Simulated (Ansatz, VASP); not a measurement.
**Sn3C: VASP beside Ansatz**

```
Sn C
1.0
     0.00000    3.52472    3.52472
     3.52472    0.00000    3.52472
     3.52472    3.52472    0.00000
Sn C
3 1
Direct
  0.25000 0.25000 0.25000
  0.75000 0.75000 0.75000
  0.50000 0.50000 0.50000
  0.00000 0.00000 0.00000
```

Alike in both runs: task relaxation of cell and atoms; functional PBE; k mesh 12 × 12 × 12; occupations gaussian, width 0.1 eV; no spin polarisation.

|  | VASP | Ansatz |
| --- | --- | --- |
| version | VASP 6.6.1 | Ansatz 0.2.0 |
| potentials or method | VASP PAW PBE potentials, release 64 (Sn_d, C), cutoff 600 eV | scalar-relativistic, plane waves, PAW |
| valence electrons in the cell | 46 | 46 |

```tsv
	VASP	Ansatz	Ansatz less VASP
gap on the k mesh at the Fermi level, each at its own relaxed structure (eV)	none	none	-
relaxed volume (Å³/atom)	22.05	22.05	-0.005
relaxed length of the cell vector where the two differ most in proportion (Å)	4.997	4.996	-0.0004
```

A gap of «none» marks a metal or a gap that the smearing closes.

Noted on VASP's run: too few bands were computed for a metal, which touches its energy and stress.
